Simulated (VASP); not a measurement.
Write the native input for VASP 6.6.1 that does the following.

```yaml
Task: relaxation of cell and atoms
Functional: r2SCAN
Potentials_or_basis: VASP PAW PBE potentials, release 64 (Ti_sv, B)
Cutoff: 600 eV
k_mesh: 16 × 16 × 16
Occupations: gaussian, width 0.1 eV
Spin: no spin polarisation
Target_pressure: 40 GPa
Dipole_correction: no
Further_INCAR_settings: ALGO = Normal; EDIFF = 1e-06; IBRION = 2; EDIFFG = -0.008; NSW = 70; ISIF = 3
```

Crystal: TiB.

```
Ti B
1.0
     0.00000    2.29627    2.29627
     2.29627    0.00000    2.29627
     2.29627    2.29627    0.00000
Ti B
1 1
Direct
  0.75000 0.75000 0.75000
  0.00000 0.00000 0.00000
```

One way to write it, as run:

POSCAR

```
TiB
1.0
    0.0000000000      2.2962706048      2.2962706048
    2.2962706048      0.0000000000      2.2962706048
    2.2962706048      2.2962706048      0.0000000000
Ti B
1 1
Direct
    0.7500000000      0.7500000000      0.7500000000
    0.0000000000      0.0000000000      0.0000000000
```

INCAR.step1

```
ALGO = Normal
EDIFF = 1E-4
ENCUT = 600
GGA = PE
ISMEAR = 0
LASPH = True
LCHARG = False
LREAL = False
LWAVE = True
NELM = 60
PREC = Accurate
SIGMA = 0.1
```

INCAR.step2

```
ALGO = Normal
EDIFF = 1E-6
EDIFFG = -0.008
ENCUT = 600
IBRION = 2
ISIF = 3
ISMEAR = 0
ISTART = 1
LASPH = True
LCHARG = False
LMIXTAU = True
LREAL = False
LWAVE = False
METAGGA = R2SCAN
NELM = 60
NSW = 70
PREC = Accurate
PSTRESS = 400.0
SIGMA = 0.1
```

KPOINTS

```
k-points
0
Gamma
  16 16 16
```

Potentials or basis: VASP PAW PBE potentials, release 64 (Ti_sv, B).

The run is started by

```bash
$ cat potpaw_PBE.64/Ti_sv/POTCAR potpaw_PBE.64/B/POTCAR > POTCAR
$ cp INCAR.step1 INCAR
$ mpirun -np 1 vasp_std > vasp.out
$ cp INCAR.step2 INCAR
$ mpirun -np 1 vasp_std > vasp.out
```

Results of the run:

| Property | Result |
| --- | --- |
| Relaxed volume | 11.90 Å³/atom |
| Relaxed cell | a = 3.229 Å, b = 3.229 Å, c = 3.229 Å, α = 60.00°, β = 60.00°, γ = 60.00° |
| Space group after relaxing (to 0.1 Å) | F-43m (No. 216) |
| Energy change on relaxing (the run minimises the enthalpy) | +48.9 meV/atom |
| Ionic steps | 3 |
| Pressure after relaxing | 40.0 GPa |
| Band gap on the k mesh | zero (an odd number of electrons rules out a gap without spin polarisation) |

Caveat: the cell is relaxed towards a set pressure, so the run minimises the enthalpy, not the energy; the PAW data sets were made with another functional, which shifts forces and pressure a little.

Wall time 7 min on 1 thread of Intel(R) Xeon(R) Platinum 8488C (Sapphire Rapids), on a shared host, peak memory 0.21 GiB.
